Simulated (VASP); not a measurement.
As: single point with LDA

The system is As, a slab with vacuum.

```
As
1.0
     3.68900    0.00000    0.00000
    -1.84450    3.19477    0.00000
     0.00000    0.00000   28.00000
As
2
Direct
  0.33333 0.66667 0.51586
  0.66667 0.33333 0.48414
```

```yaml
Program: VASP 6.6.1
Task: single point
Functional: LDA
Potentials_or_basis: VASP PAW LDA potentials, release 64 (As)
Cutoff: 520 eV
k_mesh: 9 × 9 × 1
Occupations: gaussian, width 0.02 eV
Spin: no spin polarisation
```

| Item | Value |
| --- | --- |
| Largest force | 3.133 eV/Å |
| Band gap on the k mesh | zero (band 5 reaches -3.20 eV, above the bottom of band 6 at -3.41 eV) |

Forces in eV/Å, atoms in the order of the input:
```
As   0.000  0.000  3.133
As   0.000  0.000 -3.133
```

Levels at points of the mesh, in eV from the Fermi level:
```tsv
k point	band 2	band 3	band 4	band 5	band 6	band 7	band 8	band 9
(0.00, 0.00, 0.00)	-6.83	-2.93	-2.93	-1.15	0.07	1.91	1.91	4.11
```

Run time: 77 s on 1 thread of Intel(R) Xeon(R) Platinum 8375C CPU @ 2.90GHz (Ice Lake), with other jobs on the host, peak memory 0.3 GiB.
